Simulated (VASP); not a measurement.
Runs of VASP 6.6.1 on In. The structure is that of space group Im-3m (No. 229), or close to it. The cells are those of the table. 

| task | cell | cutoff (eV) | gap on the mesh (eV) | pressure (GPa) |
| --- | --- | --- | --- | --- |
| single point | a = 2.627 Å, angles 109.5°, 1 atom | 520 | none | 140.5 |
| relaxation of cell and atoms | relaxed to 140 GPa from a = 2.627 Å, angles 109.5°, 1 atom | 600 | none | 140.0 |
| relaxation of cell and atoms | relaxed from a = 3.294 Å, angles 109.5°, 1 atom | 600 | none | 0.0 |
| single point | a = 2.635 Å, angles 109.5°, 1 atom | 520 | none | (a) |
| relaxation of cell and atoms | relaxed to 140 GPa from a = 2.635 Å, angles 109.5°, 1 atom | 600 | none | 140.0 |
| single point | a = 3.304 Å, angles 109.5°, 1 atom | 520 | none | 0.0 |

Alike in all rows: level PBE; potentials or basis VASP PAW PBE potentials, release 64 (In_d); no spin polarisation; k mesh 18 × 18 × 18; smearing fermi-dirac 0.08 eV.

Problem. Estimate the missing entries.

Solution. (a) 135.7.

Caveats: spin-orbit coupling is left out, which moves the levels of the heavy elements; the cell is relaxed towards a set pressure, so the enthalpy falls and the energy may rise (some runs).

A k mesh can miss the band edges, and the runs leave out spin-orbit coupling on In.

A gap of «none» marks levels without a gap at the run's occupations.
